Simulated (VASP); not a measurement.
Wanted: the native input for a VASP 6.6.1 run.

```yaml
Task: single point
Functional: PBEsol
Potentials_or_basis: VASP PAW PBE potentials, release 64 (Mg, H)
Cutoff: 520 eV
k_mesh: 9 × 9 × 1
Occupations: gaussian, width 0.1 eV
Spin: no spin polarisation
Dipole_correction: yes
Further_INCAR_settings: ALGO = Normal; EDIFF = 1e-06; NBANDS = 12
```

The structure of Mg4H lies in POSCAR:

```
Mg4H
1.0
    3.1837023370      0.0000000000      0.0000000000
   -1.5918511685      2.7571671019      0.0000000000
    0.0000000000      0.0000000000     26.7081898776
Mg H
4 1
Direct
    0.6666666667      0.3333333333      0.3182544395
    0.3333333333      0.6666666667      0.4146106426
    0.6666666667      0.3333333333      0.5090329198
    0.3333333333      0.6666666667      0.6065324327
    0.3333333333      0.6666666667      0.6712094431
```

One way to write it, as run:

INCAR

```
PREC = Accurate ; ENCUT = 520
EDIFF = 1E-6 ; ISMEAR = 0
SIGMA = 0.1 ; LREAL = F
LASPH = T ; NELM = 60
ALGO = Normal ; ISIF = 2
LWAVE = F ; LCHARG = F
LDIPOL = T ; IDIPOL = 3
DIPOL = 0.5 0.5 0.504 ; GGA = PS
NBANDS = 12
```

KPOINTS

```
regular mesh
0
Gamma
  9 9 1
```

Potentials or basis: VASP PAW PBE potentials, release 64 (Mg, H).

Run with:

```bash
$ cat potpaw_PBE.64/Mg/POTCAR potpaw_PBE.64/H/POTCAR > POTCAR
$ mpirun -np 1 vasp_std > vasp.out
```

It gave:

```yaml
Largest_force: 0.093 eV/Å
```

Caveat: the PAW data sets were made with another functional, which shifts forces and pressure a little.

Run time: 55 s on 1 thread of Intel(R) Xeon(R) Platinum 8375C CPU @ 2.90GHz (Ice Lake), on a shared host, peak memory 0.33 GiB.
